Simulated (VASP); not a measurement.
A run of VASP 6.6.1:

File INCAR:

```
SYSTEM = Pb4O
PREC     = Accurate       ! precision mode
ENCUT    = 520            ! plane-wave cutoff, eV
EDIFF    = 1E-7           ! SCF threshold, eV
ISMEAR   = 0              ! smearing method
SIGMA    = 0.1            ! smearing width, eV
LREAL    = .FALSE.        ! projectors in reciprocal space
LASPH    = .TRUE.         ! aspherical terms in the spheres
NELM     = 100            ! most SCF steps
ALGO     = Normal         ! electronic algorithm
ISIF     = 2              ! what is computed and relaxed
LWAVE    = .FALSE.        ! write WAVECAR
LCHARG   = .TRUE.         ! write CHGCAR
GGA      = PE             ! functional
LELF     = .TRUE.         ! ELF
LVHAR    = .TRUE.       
NBANDS   = 39             ! bands
```

Contents of KPOINTS:

```
Automatic mesh
0
G
  6 6 6
  0 0 0
```

File POSCAR:

```
Pb4O
1.0
    5.9836329620      0.0000000000      0.0000000000
    0.0000000000      5.9836329620      0.0000000000
    0.0000000000      0.0000000000      5.9836329620
Pb O
4 1
Direct
    0.0000000000      0.5000000000      0.5000000000
    0.5000000000      0.0000000000      0.5000000000
    0.5000000000      0.5000000000      0.0000000000
    0.5000000000      0.5000000000      0.5000000000
    0.0000000000      0.0000000000      0.0000000000
```

Potentials or basis: VASP PAW PBE potentials, release 64 (Pb_d, O).

Run with:

```sh
$ cat potpaw_PBE.64/Pb_d/POTCAR potpaw_PBE.64/O/POTCAR > POTCAR
$ mpirun -np 1 vasp_std > vasp.out
```

Hardware: 1 thread of Intel(R) Xeon(R) Platinum 8488C (Sapphire Rapids) (shared host).

**Question.** How long does it take, and how much memory?

**Answer.** Run time: 2.5 min on 1 thread of Intel(R) Xeon(R) Platinum 8488C (Sapphire Rapids), on a shared host, peak memory 0.39 GiB. Counts: scf iterations 23, k points 20.
